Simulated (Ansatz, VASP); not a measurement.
## CS2: VASP beside Ansatz

```
CELL_PARAMETERS angstrom
3.66993 -3.01414 0.00000
3.66993 3.01414 0.00000
0.00000 0.00000 9.91650
ATOMIC_POSITIONS crystal
S 0.18152 0.81848 0.88687
S 0.31848 0.68152 0.38687
S 0.68152 0.31848 0.61313
S 0.81848 0.18152 0.11313
C 0.50000 0.50000 0.50000
C 0.00000 0.00000 0.00000
```

Change from the starting cell: volume scaled by 1.02.

Alike in both runs: task single point; functional PBEsol; k mesh 6 × 6 × 3; occupations fermi-dirac, width 0.05 eV; no spin polarisation.

|  | VASP | Ansatz |
| --- | --- | --- |
| version | VASP 6.6.1 | Ansatz 0.2.0 |
| potentials or method | VASP PAW PBE potentials, release 64 (S, C), cutoff 520 eV | all-electron LAPW, scalar-relativistic |

Ansatz gave:

```
gap on the k mesh at the Fermi level (eV)                     : 3.40
least direct gap on the mesh (eV)                             : 3.40
pressure (GPa)                                                : -0.9
traceless stress, the component that is largest in VASP (GPa) : 0.73
rms of the force components (eV/Å)                            : 0.225
```

Estimate VASP's values.

gap on the k mesh at the Fermi level (eV): 3.42; least direct gap on the mesh (eV): 3.42; pressure (GPa): -1.2; traceless stress, the component that is largest in VASP (GPa): 1.00; rms of the force components (eV/Å): 0.305.

VASP's potentials were made for PBE, not for PBEsol. Atom by atom the forces differ by 0.080 eV/Å (rms over components). Ansatz ran all-electron here, and VASP with PAW potentials.
